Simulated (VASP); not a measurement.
## AlAu: single point with r2SCAN

AlAu:

```
Al Au
1.0
     3.30772    0.00000    0.00000
     0.00000    3.30772    0.00000
     0.00000    0.00000    3.30772
Al Au
1 1
Direct
  0.00000 0.00000 0.00000
  0.50000 0.50000 0.50000
```

```json
{"Program": "VASP 6.6.1", "Task": "single point", "Functional": "r2SCAN", "Potentials or basis": "VASP PAW PBE potentials, release 64 (Al, Au)", "Cutoff": "520 eV", "k mesh": "9 × 9 × 9", "Occupations": "gaussian, width 0.05 eV", "Spin": "no spin polarisation", "Dipole correction": "no", "Further INCAR settings": "ALGO = Normal; EDIFF = 1e-07; NBANDS = 14"}
```

- Pressure: -12.0 GPa
- Band gap on the k mesh: zero (band 7 reaches 11.42 eV, above the bottom of band 8 at 7.58 eV)

Levels at points of the mesh, in eV from the Fermi level:
```csv
k point,band 4,band 5,band 6,band 7,band 8,band 9,band 10,band 11
"(0.00, 0.00, 0.00)",-4.57,-4.57,-4.57,3.07,3.07,3.07,6.68,7.60
```

It took 62 s on 1 thread of Intel(R) Xeon(R) Platinum 8124M CPU @ 3.00GHz (Skylake/Cascade Lake) (shared host), peak memory 0.17 GiB.

Caveat: the PAW data sets were made with another functional, which shifts forces and pressure a little; spin-orbit coupling is left out, which moves the levels of the heavy elements.
